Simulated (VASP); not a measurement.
# Cu3O2 (I4/mmm) in VASP: further runs, part 2 of 2

VASP 6.6.1. Earlier steps stand in the parts before.

## 5. Single point, LDA

This run uses another cell than the first one, of 11.19 Å³/atom.

Input file INCAR:

```
ALGO = Normal
EDIFF = 1E-6
ENCUT = 520
GGA = CA
ISIF = 2
ISMEAR = 0
LASPH = True
LCHARG = False
LREAL = False
LWAVE = False
NBANDS = 30
NELM = 80
PREC = Accurate
SIGMA = 0.15
```

Input file KPOINTS:

```
k-points
0
Gamma
  14 14 14
```

Input file POSCAR:

```
Cu3O2
1.0
   -1.9745500000      1.9745500000      3.5884925292
    1.9745500000     -1.9745500000      3.5884925292
    1.9745500000      1.9745500000     -3.5884925292
Cu O
3 2
Direct
    0.2500000000      0.7500000000      0.5000000000
    0.7500000000      0.2500000000      0.5000000000
    0.0000000000      0.0000000000      0.0000000000
    0.0000000000      0.5000000000      0.5000000000
    0.5000000000      0.0000000000      0.5000000000
```

Potentials or basis: VASP PAW LDA potentials, release 64 (Cu, O).

On the command line:

```console
$ cat potpaw_LDA.64/Cu/POTCAR potpaw_LDA.64/O/POTCAR > POTCAR
$ mpirun -np 1 vasp_std > vasp.out
```

OUTCAR:

```text
EDIFF = 1E-6
   ENCUT = 520
   GGA = CA
   ISIF = 2
   ISMEAR = 0
   LASPH = True
   LREAL = False
   NELM = 80
   PREC = Accurate

 ion  position               nearest neighbor table
   1  0.250  0.750  0.500-   4 1.79   5 1.79   3 2.67   3 2.67   3 2.67   3 2.67   2 2.79   2 2.79
                             2 2.79   2 2.79
   2  0.750  0.250  0.500-   4 1.79   5 1.79   3 2.67   3 2.67   3 2.67   3 2.67   1 2.79   1 2.79
                             1 2.79   1 2.79
   3  0.000  0.000  0.000-   4 1.97   5 1.97   4 1.97   5 1.97   2 2.67   1 2.67   1 2.67   2 2.67
                             2 2.67   1 2.67   1 2.67   2 2.67
   4  0.000  0.500  0.500-   1 1.79   2 1.79   3 1.97   3 1.97
   5  0.500  0.000  0.500-   1 1.79   2 1.79   3 1.97   3 1.97

  LATTYP: Found a body centered tetragonal cell.
 ALAT       =     3.9491000000
 C/A-ratio  =     1.8173723275

  Lattice vectors:

 A1 = (  -1.9745500000,   1.9745500000,   3.5884925292)
 A2 = (   1.9745500000,  -1.9745500000,   3.5884925292)
 A3 = (   1.9745500000,   1.9745500000,  -3.5884925292)

Analysis of symmetry for initial positions (statically):
=====================================================================
 Subroutine PRICEL returns:
 Original cell was already a primitive cell.

 Routine SETGRP: Setting up the symmetry group for a
 body centered tetragonal supercell.

 Subroutine GETGRP returns: Found 16 space group operations
 (whereof 16 operations were pure point group operations)
 out of a pool of 16 trial point group operations.

The static configuration has the point symmetry D_4h.

Analysis of symmetry for dynamics (positions and initial velocities):
=====================================================================
 Subroutine PRICEL returns:
 Original cell was already a primitive cell.

 Routine SETGRP: Setting up the symmetry group for a
 body centered tetragonal supercell.

 Subroutine GETGRP returns: Found 16 space group operations
 (whereof 16 operations were pure point group operations)
 out of a pool of 16 trial point group operations.

The dynamic configuration has the point symmetry D_4h.

 Subroutine INISYM returns: Found 16 space group operations
 (whereof 16 operations are pure point group operations),
 and found     1 'primitive' translations

----------------------------------------------------------------------------------------

                                     Primitive cell

  volume of cell :      55.9639

  direct lattice vectors                    reciprocal lattice vectors
    -1.974550000  1.974550000  3.588492529     0.000000000  0.253222253  0.139334274
     1.974550000 -1.974550000  3.588492529     0.253222253  0.000000000  0.139334274
     1.974550000  1.974550000 -3.588492529     0.253222253  0.253222253  0.000000000

  length of vectors
     4.546974163  4.546974163  4.546974163     0.289025171  0.289025171  0.358110345

  position of ions in fractional coordinates (direct lattice)
     0.250000000  0.750000000  0.500000000
     0.750000000  0.250000000  0.500000000
     0.000000000  0.000000000  0.000000000
     0.000000000  0.500000000  0.500000000
     0.500000000  0.000000000  0.500000000

[... 32 lines left out ...]
 Found    244 irreducible k-points:

 Following reciprocal coordinates:
            Coordinates               Weight
  0.000000  0.000000  0.000000      1.000000
  0.071429  0.000000 -0.000000      8.000000
  0.142857  0.000000 -0.000000      8.000000
  0.214286  0.000000 -0.000000      8.000000
  0.285714  0.000000  0.000000      8.000000
  0.357143  0.000000 -0.000000      8.000000
[... 16 lines left out ...]
  0.214286  0.142857 -0.000000     16.000000
  0.285714  0.142857 -0.000000     16.000000
 [... further k-points ...]
   k-points           NKPTS =    244   k-points in BZ     NKDIM =    244   number of bands    NBANDS=     30
   number of dos      NEDOS =    301   number of ions     NIONS =      5
   total plane-waves  NPLWV =  46656
   dimension x,y,z NGX =    36 NGY =   36 NGZ =   36
   dimension x,y,z NGXF=    72 NGYF=   72 NGZF=   72
   ions per type =               3   2
   NGX,Y,Z   is equivalent  to a cutoff of  13.16, 13.16, 13.16 a.u.
   NGXF,Y,Z  is equivalent  to a cutoff of  26.32, 26.32, 26.32 a.u.
 SYSTEM =  unknown system
   PREC   = accura    normal or accurate (medium, high low for compatibility)
   ISTART =      0    job   : 0-new  1-cont  2-samecut
   ICHARG =      2    charge: 1-file 2-atom 10-const
   ISPIN  =      1    spin polarized calculation?
   LNONCOLLINEAR =      F non collinear calculations
   LSORBIT =      F    spin-orbit coupling
   LASPH  =      T    aspherical Exc in radial PAW
   ENCUT  =  520.0 eV  38.22 Ry    6.18 a.u.   8.45  8.45  8.45*2*pi/ulx,y,z
   NELM   =     80;   NELMIN=  2; NELMDL= -5     # of ELM steps
   EDIFF  = 0.1E-05   stopping-criterion for ELM
   LREAL  =      F    real-space projection
   EDIFFG = 0.1E-04   stopping-criterion for IOM
   NSW    =      0    number of steps for IOM
   IBRION =     -1    ionic relax: 0-MD 1-quasi-New 2-CG
   NFREE  =      0    steps in history (QN), initial steepest desc. (CG)
   ISIF   =      2    stress and relaxation
   ISYM   =      2    0-nonsym 1-usesym 2-fastsym
   POTIM  = 0.5000    time-step for ionic-motion
   TEBEG  =    0.0;   TEEND  =   0.0 temperature during run
   PSTRESS=    0.0 pullay stress
   NELECT =      45.0000    total number of electrons
   NUPDOWN=      -1.0000    fix difference up-down
   EMIN   =  10.00;   EMAX   =-10.00  energy-range for DOS
   EFERMI =   0.00;   METHOD = LEGACY
   ISMEAR =     0;   SIGMA  =   0.15  broadening in eV -4-tet -1-fermi 0-gaus
   EFERMI_NEDOS =   21; number of points for ismear=-14 and -15
   IALGO  =     38    algorithm
   IMIX   =      4    mixing-type and parameters
     AMIX     =   0.40;   BMIX     =  1.00
     AMIX_MAG =   1.60;   BMIX_MAG =  1.00
  volume/ion in A,a.u.               =      11.19        75.53
  Fermi-wavevector in a.u.,A,eV,Ry     =   1.522333  2.876792 31.531457  2.317497
  Thomas-Fermi vector in A             =   2.630926
   LORBIT       =      0    0 simple, 1 ext, 2 COOP (PROOUT), +10 PAW based schemes
   GGA     = CA    functional components
   LHFCALC =     F    Hartree Fock is set to
   AEXX    =    0.0000 exact exchange contribution
   IVDW    =     0    specifies the selected vdW correction
   LEPSILON=     F    determine dielectric tensor
   LRPA    =     F    only Hartree local field effects (RPA)
 non-spin polarized calculation
 Gauss-broadening in eV      SIGMA  =   0.15
  energy-cutoff  :      520.00
  volume of cell :       55.96
 maximum number of plane-waves:      1557
 NGX is ok and might be reduce to    36
   NGX = 17   NGY = 17   NGZ = 17

 number of electron      44.9999985 magnetization

 Free energy of the ion-electron system (eV)
  ---------------------------------------------------
  ext. energy  EPLUGINS =         0.00000000
  ---------------------------------------------------
  free energy    TOTEN  =       -27.24066104 eV

  energy without entropy =      -27.21935665  energy(sigma->0) =      -27.23000884

 E-fermi :   4.9221     XC(G=0): -12.0535

 val. band max:        4.9207177347   @ k =  -0.3571  -0.3571   0.1429
 cond. band min:       4.9230739925   @ k =   0.4286   0.1429  -0.0000
 fundamental gap:      0.0023562578
 Fermi energy:         4.9221036272

 k-point     1 :       0.0000    0.0000    0.0000
  band No.  band energies     occupation
      1     -14.5174      2.00000
      2     -13.0221      2.00000
      3      -2.2489      2.00000
      4      -1.2102      2.00000
      5      -1.2102      2.00000
      6      -0.5204      2.00000
[... 781 lines left out ...]
     29      15.1115      0.00000
     30      16.5504      0.00000

 [... further k-points ...]

------------------------ aborting loop because EDIFF is reached ----------------------------------------

  FORCE on cell =-STRESS in cart. coord.  units (eV):
  Direction    XX          YY          ZZ          XY          YZ          ZX
  --------------------------------------------------------------------------------------
  -------------------------------------------------------------------------------------
  Total       -0.6409863     -0.6409863      0.2781161      0.0000000     -0.0000000      0.0000000
  in kB      -18.3506306    -18.3506306      7.9621144      0.0000000     -0.0000000      0.0000000
  external PRESSURE =      -9.5797156 kB  Pullay stress =       0.0000000 kB

 VOLUME and BASIS-vectors are now :
 -----------------------------------------------------------------------------
  energy-cutoff  :      520.00
  volume of cell :       55.96
      direct lattice vectors                 reciprocal lattice vectors
    -1.974550000  1.974550000  3.588492529     0.000000000  0.253222253  0.139334274
     1.974550000 -1.974550000  3.588492529     0.253222253  0.000000000  0.139334274
     1.974550000  1.974550000 -3.588492529     0.253222253  0.253222253  0.000000000

 POSITION                                       TOTAL-FORCE (eV/Angst)
 -----------------------------------------------------------------------------------
      1.97455     -0.00000      1.79425         0.000000      0.000000     -0.000000
     -0.00000      1.97455      1.79425        -0.000000     -0.000000     -0.000000
      0.00000      0.00000      0.00000         0.000000     -0.000000      0.000000
      1.97455      0.00000      0.00000         0.000000     -0.000000      0.000000
      0.00000      1.97455      0.00000         0.000000     -0.000000      0.000000
 -----------------------------------------------------------------------------------
    total drift:                                0.000000      0.000000      0.000000

  FREE ENERGIE OF THE ION-ELECTRON SYSTEM (eV)
  ---------------------------------------------------
  free  energy   TOTEN  =       -27.2406610356 eV

  energy  without entropy=      -27.2193566501  energy(sigma->0) =      -27.23000884
```

OSZICAR:

```text
N       E                     dE             d eps       ncg     rms          rms(c)
DAV:   1     0.433464408586E+03    0.43346E+03   -0.20821E+04 15320   0.242E+03
DAV:   2     0.348594443914E+02   -0.39860E+03   -0.37489E+03 14820   0.450E+02
DAV:   3    -0.310711854640E+02   -0.65931E+02   -0.62339E+02 19234   0.208E+02
DAV:   4    -0.344216794017E+02   -0.33505E+01   -0.33214E+01 20904   0.523E+01
DAV:   5    -0.344573574426E+02   -0.35678E-01   -0.35663E-01 20180   0.581E+00    0.193E+01
DAV:   6    -0.309998315334E+02    0.34575E+01   -0.54964E+01 20690   0.169E+02    0.137E+01
DAV:   7    -0.272026815879E+02    0.37971E+01   -0.15925E+01 18620   0.115E+02    0.304E+00
DAV:   8    -0.273338428150E+02   -0.13116E+00   -0.22972E+00 21296   0.139E+01    0.196E+00
DAV:   9    -0.272853877170E+02    0.48455E-01   -0.23608E-01 21622   0.200E+01    0.178E+00
DAV:  10    -0.272503701278E+02    0.35018E-01   -0.20599E-01 22224   0.168E+01    0.681E-01
DAV:  11    -0.272443345051E+02    0.60356E-02   -0.26175E-02 22864   0.308E+00    0.512E-01
DAV:  12    -0.272406878821E+02    0.36466E-02   -0.14791E-02 22450   0.121E+00    0.847E-02
DAV:  13    -0.272407208549E+02   -0.32973E-04   -0.10569E-03 19586   0.442E-01    0.684E-02
DAV:  14    -0.272406641323E+02    0.56723E-04   -0.20137E-04 22586   0.338E-01    0.187E-02
DAV:  15    -0.272406617934E+02    0.23389E-05   -0.41862E-05 22626   0.164E-01    0.683E-03
DAV:  16    -0.272406610356E+02    0.75778E-06   -0.42337E-06 16482   0.517E-02
   1 F= -.27240661E+02 E0= -.27230009E+02  d E =-.213044E-01
```

stdout:

```text
POSCAR found type information on POSCAR CuO
 POSCAR found :  2 types and       5 ions
 scaLAPACK will be used
 LDA part: xc-table for (Slater(with rela. corr.)+CA(PZ))
 , standard interpolation
 POSCAR, INCAR and KPOINTS ok, starting setup
 FFT: planning ... GRIDC
 FFT: planning ... GRID_SOFT
 FFT: planning ... GRID
 WAVECAR not read
 entering main loop
```

It took 4.7 min on 1 thread of AMD EPYC 9R45 (Zen 5), shared host; peak memory 0.39 GiB.

What came out:

```yaml
Free_energy: -27.2407 eV
Pressure: -1.0 GPa
Band_gap_on_the_k_mesh: zero (an odd number of electrons rules out a gap without spin polarisation)
```

Stress tensor (GPa, compression positive):
```
-1.84  0.00  0.00
 0.00 -1.84  0.00
 0.00  0.00  0.80
```

## 6. Summary

```csv
potentials or basis,cell,cutoff (eV),gap on the mesh (eV),pressure (GPa)
"VASP PAW LDA potentials, release 64 (Cu_sv_GW, O)","a = 4.513 Å, angles 129.2, 129.2, 74.7°, 5 atoms",820,none,2.7
"VASP PAW LDA potentials, release 64 (Cu, O)","a = 4.651 Å, angles 131.3, 131.3, 71.3°, 5 atoms",520,none,-5.8
"VASP PAW LDA potentials, release 64 (Cu, O)","a = 4.713 Å, angles 132.5, 132.5, 69.4°, 5 atoms",520,none,-7.5
"VASP PAW LDA potentials, release 64 (Cu, O)","a = 4.547 Å, angles 128.5, 128.5, 75.8°, 5 atoms",520,none,-1.0
```

Alike in all rows: task single point; level LDA; no spin polarisation; k mesh 14 × 14 × 14; smearing gaussian 0.15 eV.

Caveats: the stress differs along the axes, from -20 to 2 GPa (at least some runs); the stress differs along the axes, from -28 to 2 GPa (at least some runs).

Absolute energies hang on the potentials; compare differences alone.
